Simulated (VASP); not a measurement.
Set up this calculation in VASP 6.6.1, as the native input.

- Task: single point
- Functional: PBE
- Potentials or basis: VASP PAW PBE potentials, release 64 (Si, Se)
- Cutoff: 500 eV
- k mesh: 4 × 4 × 4
- Occupations: gaussian, width 0.2 eV
- Spin: no spin polarisation
- Dipole correction: no
- Further INCAR settings: ALGO = Normal; EDIFF = 1e-06; NBANDS = 26

The structure of Si4Se3 lies in POSCAR:

```
Si4Se3
1.0
   -2.6185108152      2.6185108152      6.9935062673
    2.6185108152     -2.6185108152      6.9935062673
    2.6185108152      2.6185108152     -6.9935062673
Si Se
4 3
Direct
    0.5839548151      0.0839548151      0.5000000000
    0.0839548151      0.5839548151      0.5000000000
    0.4160451849      0.9160451849      0.5000000000
    0.9160451849      0.4160451849      0.5000000000
    0.7500000000      0.2500000000      0.5000000000
    0.2500000000      0.7500000000      0.5000000000
    0.0000000000      0.0000000000      0.0000000000
```

The cell was built from a structure type or drawn by symmetry, and may not be a known phase.

One way to write it, as run:

INCAR

```
PREC = Accurate
ENCUT = 500
EDIFF = 1E-6
ISMEAR = 0
SIGMA = 0.2
LREAL = F
LASPH = T
NELM = 120
ALGO = Normal
ISIF = 2
LWAVE = F
LCHARG = T
GGA = PE
LELF = T
LVHAR = T
NBANDS = 26
GGA_COMPAT = F
```

KPOINTS

```
regular mesh
0
Gamma
  4 4 4
```

Potentials or basis: VASP PAW PBE potentials, release 64 (Si, Se).

Launch:

```bash
$ cat potpaw_PBE.64/Si/POTCAR potpaw_PBE.64/Se/POTCAR > POTCAR
$ mpirun -np 1 vasp_std > vasp.out
```

Results of the run:

The pressure is 0.0 GPa, the largest force is 0.062 eV/Å and the band gap on the k mesh is zero (bands 17 and 18 overlap by 1.01 eV).

Wall time 3.4 min on 1 thread of Intel Xeon 8259CL, on a shared host, peak memory 0.49 GiB.
